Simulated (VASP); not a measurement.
Write the native input for VASP 6.6.1 that does the following.

```yaml
Task: single point
Functional: LDA
Potentials_or_basis: VASP PAW LDA potentials, release 64 (Sn_d, O)
Cutoff: 520 eV
k_mesh: 12 × 12 × 10
Occupations: fermi-dirac, width 0.15 eV
Spin: no spin polarisation
Dipole_correction: no
Further_INCAR_settings: ALGO = Normal; EDIFF = 1e-06; NBANDS = 28
```

The structure of SnO lies in POSCAR:

```
SnO
1.0
    3.7626301086      0.0000000000      0.0000000000
    0.0000000000      3.7626301086      0.0000000000
    0.0000000000      0.0000000000      4.6447462760
Sn O
2 2
Direct
    0.5000000000      0.0000000000      0.2470118870
    0.0000000000      0.5000000000      0.7529881130
    0.0000000000      0.0000000000      0.0000000000
    0.5000000000      0.5000000000      0.0000000000
```

The input as run:

INCAR

```
SYSTEM = SnO
PREC = Accurate
ENCUT = 520
EDIFF = 1E-6
ISMEAR = -1
SIGMA = 0.15
LREAL = .FALSE.
LASPH = .TRUE.
NELM = 80
ALGO = Normal
ISIF = 2
LWAVE = .FALSE.
LCHARG = .TRUE.
LELF = .TRUE.
LVHAR = .TRUE.
NBANDS = 28
```

KPOINTS

```
Automatic mesh
0
G
  12 12 10
  0 0 0
```

Potentials or basis: VASP PAW LDA potentials, release 64 (Sn_d, O).

Command:

```bash
$ cat potpaw_LDA.64/Sn_d/POTCAR potpaw_LDA.64/O/POTCAR > POTCAR
$ mpirun -np 1 vasp_std > vasp.out
```

It gave:

```json
{
  "Pressure": "0.3 GPa",
  "Largest force": "0.115 eV/Å",
  "Band gap on the k mesh": "zero (bands 20 and 21 overlap by 0.26 eV)"
}
```

Caveat: semilocal functionals underestimate gaps, so a narrow gap can read as zero; spin-orbit coupling is left out, which moves the levels of the heavy elements.

Run time: 2.6 min on 1 thread of AMD EPYC 9R45 96-Core Processor (Zen 5), with other jobs on the host, peak memory 0.31 GiB.
